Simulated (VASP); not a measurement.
The system is BaTe.

```
Ba Te
1.0
     0.00000    3.53239    3.53239
     3.53239    0.00000    3.53239
     3.53239    3.53239    0.00000
Ba Te
1 1
Direct
  0.00000 0.00000 0.00000
  0.50000 0.50000 0.50000
```

Base run:

| Property | Result |
| --- | --- |
| Program | VASP 6.6.1 |
| Functional | PBE |
| Potentials or basis | VASP PAW PBE potentials, release 64 (Ba_sv, Te) |
| Cutoff | 520 eV |
| k mesh | 4 × 4 × 4 |
| Occupations | gaussian, width 0.01 eV |
| Spin | no spin polarisation |

Its results: band gap on the k mesh 1.57 eV, indirect (least direct gap 1.96 eV); pressure 0.4 GPa.

Problem. The run is repeated on the same cell with these changes: functional from PBE to r2SCAN. What comes out?

Solution. Band gap on the k mesh 1.93 eV, indirect (least direct gap 2.31 eV); pressure 0.3 GPa.

r2SCAN gives the wider gap, since meta-GGAs in the generalised Kohn-Sham scheme recover part of the derivative discontinuity.

Caveats: spin-orbit coupling is left out, which moves the levels of the heavy elements; the PAW data sets were made with another functional, which shifts forces and pressure a little (some runs).

A k mesh can miss the band edges.
